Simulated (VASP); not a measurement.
# Si (Pnnm) in VASP: single point with PBE

Aim: the single point of Si with PBE.

All numbers are computed with VASP 6.6.1; they aren't measurements. Logs are shortened: lines on timing, memory, paths and dates and some standing lists are left out, and cuts for length are marked.

### 1 The cell of the first run

It takes space group Pnnm (No. 58, orthorhombic). The conventional cell has a = 3.783 Å, b = 6.755 Å, c = 10.914 Å, α = 90.00°, β = 90.00°, γ = 90.00°. Si (site symmetry 1) has 4 Si at 2.35 to 2.43 Å within 3.1 Å. Within 3.1 Å of Si (site symmetry m) lie 4 Si at 2.36 to 2.43 Å.

### 2 Single point, PBE

INCAR

```
SYSTEM = Si
PREC = Accurate
ENCUT = 520
EDIFF = 1E-6
ISMEAR = 0
SIGMA = 0.1
LREAL = .False.
LASPH = .True.
NELM = 80
ALGO = Normal
ISIF = 2
LWAVE = .False.
LCHARG = .False.
GGA = PE
NBANDS = 36
```

KPOINTS

```
Automatic mesh
0
Gamma
  10 6 4
  0 0 0
```

POSCAR

```
Si
1.0
    3.7827516895      0.0000000000      0.0000000000
    0.0000000000      6.7551796721      0.0000000000
    0.0000000000      0.0000000000     10.9139531365
Si
12
Direct
    0.9117845886      0.3273094734      0.2078270768
    0.4117845886      0.1726905266      0.2921729232
    0.5882154114      0.8273094734      0.2921729232
    0.0882154114      0.6726905266      0.2078270768
    0.0882154114      0.6726905266      0.7921729232
    0.5882154114      0.8273094734      0.7078270768
    0.4117845886      0.1726905266      0.7078270768
    0.9117845886      0.3273094734      0.7921729232
    0.7447328038      0.8913777282      0.5000000000
    0.2447328038      0.6086222718      0.0000000000
    0.7552671962      0.3913777282      0.0000000000
    0.2552671962      0.1086222718      0.5000000000
```

Potentials or basis: VASP PAW PBE potentials, release 64 (Si).

Started as:

```bash
$ cat potpaw_PBE.64/Si/POTCAR > POTCAR
$ mpirun -np 1 vasp_std > vasp.out
```

OUTCAR:

```text
SYSTEM = Si
   PREC = Accurate
   ENCUT = 520
   EDIFF = 1E-6
   ISMEAR = 0
   LREAL = .False.
   LASPH = .True.
   NELM = 80
   ISIF = 2
   GGA = PE

 ion  position               nearest neighbor table
   1  0.912  0.327  0.208-   2 2.35   2 2.35  11 2.38   4 2.43
   2  0.412  0.173  0.292-   1 2.35   1 2.35  12 2.38   3 2.43
   3  0.588  0.827  0.292-   4 2.35   4 2.35   9 2.38   2 2.43
   4  0.088  0.673  0.208-   3 2.35   3 2.35  10 2.38   1 2.43
   5  0.088  0.673  0.792-   6 2.35   6 2.35  10 2.38   8 2.43
   6  0.588  0.827  0.708-   5 2.35   5 2.35   9 2.38   7 2.43
   7  0.412  0.173  0.708-   8 2.35   8 2.35  12 2.38   6 2.43
   8  0.912  0.327  0.792-   7 2.35   7 2.35  11 2.38   5 2.43
   9  0.745  0.891  0.500-  12 2.36   6 2.38   3 2.38  12 2.43
  10  0.245  0.609  0.000-  11 2.36   5 2.38   4 2.38  11 2.43
  11  0.755  0.391  0.000-  10 2.36   8 2.38   1 2.38  10 2.43
  12  0.255  0.109  0.500-   9 2.36   7 2.38   2 2.38   9 2.43

  LATTYP: Found a simple orthorhombic cell.
 ALAT       =     3.7827516895
 B/A-ratio  =     1.7857845893
 C/A-ratio  =     2.8851888869

  Lattice vectors:

 A1 = (   3.7827516895,   0.0000000000,   0.0000000000)
 A2 = (   0.0000000000,   6.7551796721,   0.0000000000)
 A3 = (   0.0000000000,   0.0000000000,  10.9139531365)

Analysis of symmetry for initial positions (statically):
=====================================================================
 Subroutine PRICEL returns:
 Original cell was already a primitive cell.

 Routine SETGRP: Setting up the symmetry group for a
 simple orthorhombic supercell.

 Subroutine GETGRP returns: Found  8 space group operations
 (whereof  4 operations were pure point group operations)
 out of a pool of  8 trial point group operations.

The static configuration has the point symmetry C_2h.
 The point group associated with its full space group is D_2h.

Analysis of symmetry for dynamics (positions and initial velocities):
=====================================================================
 Subroutine PRICEL returns:
 Original cell was already a primitive cell.

 Routine SETGRP: Setting up the symmetry group for a
 simple orthorhombic supercell.

 Subroutine GETGRP returns: Found  8 space group operations
 (whereof  4 operations were pure point group operations)
 out of a pool of  8 trial point group operations.

The dynamic configuration has the point symmetry C_2h.
 The point group associated with its full space group is D_2h.

 Subroutine INISYM returns: Found  8 space group operations
 (whereof  4 operations are pure point group operations),
 and found     1 'primitive' translations

----------------------------------------------------------------------------------------

                                     Primitive cell

  volume of cell :     278.8861

  direct lattice vectors                    reciprocal lattice vectors
     3.782751689  0.000000000  0.000000000     0.264357823  0.000000000  0.000000000
     0.000000000  6.755179672  0.000000000     0.000000000  0.148034553  0.000000000
     0.000000000  0.000000000 10.913953136     0.000000000  0.000000000  0.091625829

  length of vectors
     3.782751689  6.755179672 10.913953136     0.264357823  0.148034553  0.091625829

  position of ions in fractional coordinates (direct lattice)
     0.911784589  0.327309473  0.207827077
     0.411784589  0.172690527  0.292172923
     0.588215411  0.827309473  0.292172923
     0.088215411  0.672690527  0.207827077
     0.088215411  0.672690527  0.792172923
     0.588215411  0.827309473  0.707827077
     0.411784589  0.172690527  0.707827077
     0.911784589  0.327309473  0.792172923
     0.744732804  0.891377728  0.500000000
     0.244732804  0.608622272  0.000000000
     0.755267196  0.391377728  0.000000000
     0.255267196  0.108622272  0.500000000

  ion indices of the primitive-cell ions
   primitive index   ion index
                 1           1
                 2           2
                 3           3
                 4           4
                 5           5
                 6           6
                 7           7
                 8           8
                 9           9
                10          10
                11          11
                12          12

----------------------------------------------------------------------------------------

 KPOINTS: Automatic mesh

Automatic generation of k-mesh.
 Grid dimensions read from file:
 generate k-points for:   10    6    4

 Generating k-lattice:

  Cartesian coordinates                     Fractional coordinates (reciprocal lattice)
     0.026435782  0.000000000  0.000000000     0.100000000  0.000000000  0.000000000
     0.000000000  0.024672425  0.000000000     0.000000000  0.166666667  0.000000000
     0.000000000  0.000000000  0.022906457     0.000000000  0.000000000  0.250000000

  Length of vectors
     0.026435782  0.024672425  0.022906457

  Shift w.r.t. Gamma in fractional coordinates (k-lattice)
     0.000000000  0.000000000  0.000000000

 Subroutine IBZKPT returns following result:
 ===========================================

 Found     72 irreducible k-points:

 Following reciprocal coordinates:
            Coordinates               Weight
  0.000000  0.000000  0.000000      1.000000
  0.100000  0.000000  0.000000      2.000000
  0.200000  0.000000  0.000000      2.000000
  0.300000  0.000000  0.000000      2.000000
  0.400000  0.000000  0.000000      2.000000
  0.500000  0.000000  0.000000      1.000000
[... 16 lines left out ...]
  0.400000  0.500000  0.000000      2.000000
  0.500000  0.500000  0.000000      1.000000
 [... further k-points ...]
   k-points           NKPTS =     72   k-points in BZ     NKDIM =     72   number of bands    NBANDS=     36
   number of dos      NEDOS =    301   number of ions     NIONS =     12
   total plane-waves  NPLWV = 117600
   dimension x,y,z NGX =    28 NGY =   50 NGZ =   84
   dimension x,y,z NGXF=    56 NGYF=  100 NGZF=  168
   ions per type =              12
   NGX,Y,Z   is equivalent  to a cutoff of  12.31, 12.31, 12.80 a.u.
   NGXF,Y,Z  is equivalent  to a cutoff of  24.61, 24.61, 25.59 a.u.
 SYSTEM =  Si
   PREC   = accura    normal or accurate (medium, high low for compatibility)
   ISTART =      0    job   : 0-new  1-cont  2-samecut
   ICHARG =      2    charge: 1-file 2-atom 10-const
   ISPIN  =      1    spin polarized calculation?
   LNONCOLLINEAR =      F non collinear calculations
   LSORBIT =      F    spin-orbit coupling
   LASPH  =      T    aspherical Exc in radial PAW
   ENCUT  =  520.0 eV  38.22 Ry    6.18 a.u.   7.03 12.56 20.29*2*pi/ulx,y,z
   NELM   =     80;   NELMIN=  2; NELMDL= -5     # of ELM steps
   EDIFF  = 0.1E-05   stopping-criterion for ELM
   LREAL  =      F    real-space projection
   EDIFFG = 0.1E-04   stopping-criterion for IOM
   NSW    =      0    number of steps for IOM
   IBRION =     -1    ionic relax: 0-MD 1-quasi-New 2-CG
   NFREE  =      0    steps in history (QN), initial steepest desc. (CG)
   ISIF   =      2    stress and relaxation
   ISYM   =      2    0-nonsym 1-usesym 2-fastsym
   POTIM  = 0.5000    time-step for ionic-motion
   TEBEG  =    0.0;   TEEND  =   0.0 temperature during run
   PSTRESS=    0.0 pullay stress
   NELECT =      48.0000    total number of electrons
   NUPDOWN=      -1.0000    fix difference up-down
   EMIN   =  10.00;   EMAX   =-10.00  energy-range for DOS
   EFERMI =   0.00;   METHOD = LEGACY
   ISMEAR =     0;   SIGMA  =   0.10  broadening in eV -4-tet -1-fermi 0-gaus
   EFERMI_NEDOS =   21; number of points for ismear=-14 and -15
   IALGO  =     38    algorithm
   IMIX   =      4    mixing-type and parameters
     AMIX     =   0.40;   BMIX     =  1.00
     AMIX_MAG =   1.60;   BMIX_MAG =  1.00
  volume/ion in A,a.u.               =      23.24       156.83
  Fermi-wavevector in a.u.,A,eV,Ry     =   0.910639  1.720858 11.282816  0.829264
  Thomas-Fermi vector in A             =   2.034825
   LORBIT       =      0    0 simple, 1 ext, 2 COOP (PROOUT), +10 PAW based schemes
   GGA     = PE    functional components
   LHFCALC =     F    Hartree Fock is set to
   AEXX    =    0.0000 exact exchange contribution
   IVDW    =     0    specifies the selected vdW correction
   LEPSILON=     F    determine dielectric tensor
   LRPA    =     F    only Hartree local field effects (RPA)
 non-spin polarized calculation
 Gauss-broadening in eV      SIGMA  =   0.10
  energy-cutoff  :      520.00
  volume of cell :      278.89
 maximum number of plane-waves:      7560
   NGX = 15   NGY = 25   NGZ = 41

 number of electron      47.9999999 magnetization

 Free energy of the ion-electron system (eV)
  ---------------------------------------------------
  ext. energy  EPLUGINS =         0.00000000
  ---------------------------------------------------
  free energy    TOTEN  =       -61.23587787 eV

  energy without entropy =      -61.23471819  energy(sigma->0) =      -61.23529803

 E-fermi :   4.8454     XC(G=0):  -8.5765

 val. band max:        4.7255620898   @ k =   0.5000   0.5000   0.5000
 cond. band min:       4.9048457924   @ k =   0.4000   0.3333   0.5000
 fundamental gap:      0.1792837027
 Fermi energy:         4.8454420850

 k-point     1 :       0.0000    0.0000    0.0000
  band No.  band energies     occupation
      1      -7.5794      2.00000
      2      -6.6748      2.00000
      3      -6.5330      2.00000
      4      -4.8045      2.00000
      5      -4.4619      2.00000
      6      -4.0662      2.00000
[... 28 lines left out ...]
     35       7.6041      0.00000
     36       7.6271      0.00000
[... 866 lines left out ...]
      6      -4.0308      2.00000
[... 28 lines left out ...]
     35       7.4703      0.00000
     36       7.4703      0.00000

 [... further k-points ...]

------------------------ aborting loop because EDIFF is reached ----------------------------------------

  FORCE on cell =-STRESS in cart. coord.  units (eV):
  Direction    XX          YY          ZZ          XY          YZ          ZX
  --------------------------------------------------------------------------------------
  -------------------------------------------------------------------------------------
  Total       -0.1366673     -0.0932188     -0.1548603      0.0000000      0.0000000      0.0000000
  in kB       -0.7851424     -0.5355342     -0.8896595      0.0000000      0.0000000      0.0000000
  external PRESSURE =      -0.7367787 kB  Pullay stress =       0.0000000 kB

 VOLUME and BASIS-vectors are now :
 -----------------------------------------------------------------------------
  energy-cutoff  :      520.00
  volume of cell :      278.89
      direct lattice vectors                 reciprocal lattice vectors
     3.782751689  0.000000000  0.000000000     0.264357823  0.000000000  0.000000000
     0.000000000  6.755179672  0.000000000     0.000000000  0.148034553  0.000000000
     0.000000000  0.000000000 10.913953136     0.000000000  0.000000000  0.091625829

 POSITION                                       TOTAL-FORCE (eV/Angst)
 -----------------------------------------------------------------------------------
      3.44905      2.21103      2.26821        -0.000262      0.000617      0.001654
      1.55768      1.16656      3.18876        -0.000262     -0.000617     -0.001654
      2.22507      5.58862      3.18876         0.000262      0.000617     -0.001654
      0.33370      4.54415      2.26821         0.000262     -0.000617      0.001654
      0.33370      4.54415      8.64574         0.000262     -0.000617     -0.001654
      2.22507      5.58862      7.72519         0.000262      0.000617      0.001654
      1.55768      1.16656      7.72519        -0.000262     -0.000617      0.001654
      3.44905      2.21103      8.64574        -0.000262      0.000617     -0.001654
      2.81714      6.02142      5.45698         0.000288      0.004034     -0.000000
      0.92576      4.11135      0.00000         0.000288     -0.004034     -0.000000
      2.85699      2.64383      0.00000        -0.000288      0.004034      0.000000
      0.96561      0.73376      5.45698        -0.000288     -0.004034     -0.000000
 -----------------------------------------------------------------------------------
    total drift:                               -0.000000      0.000000      0.000000

  FREE ENERGIE OF THE ION-ELECTRON SYSTEM (eV)
  ---------------------------------------------------
  free  energy   TOTEN  =       -61.2358778684 eV

  energy  without entropy=      -61.2347181905  energy(sigma->0) =      -61.23529803
```

Wall time 7.3 min (1 thread of AMD EPYC 9R45 (Zen 5), shared host); peak memory 0.6 GiB.

What came out:

- Free energy: -61.2359 eV
- Pressure: -0.1 GPa
- Largest force: 0.004 eV/Å
- Band gap on the k mesh: zero (band 24 reaches 5.09 eV, above the bottom of band 25 at 4.73 eV)

Forces in eV/Å, atoms in the order of the input:
```
Si   0.000  0.001  0.002
Si   0.000 -0.001 -0.002
Si   0.000  0.001 -0.002
Si   0.000 -0.001  0.002
Si   0.000 -0.001 -0.002
Si   0.000  0.001  0.002
Si   0.000 -0.001  0.002
Si   0.000  0.001 -0.002
Si   0.000  0.004  0.000
Si   0.000 -0.004  0.000
Si   0.000  0.004  0.000
Si   0.000 -0.004  0.000
```
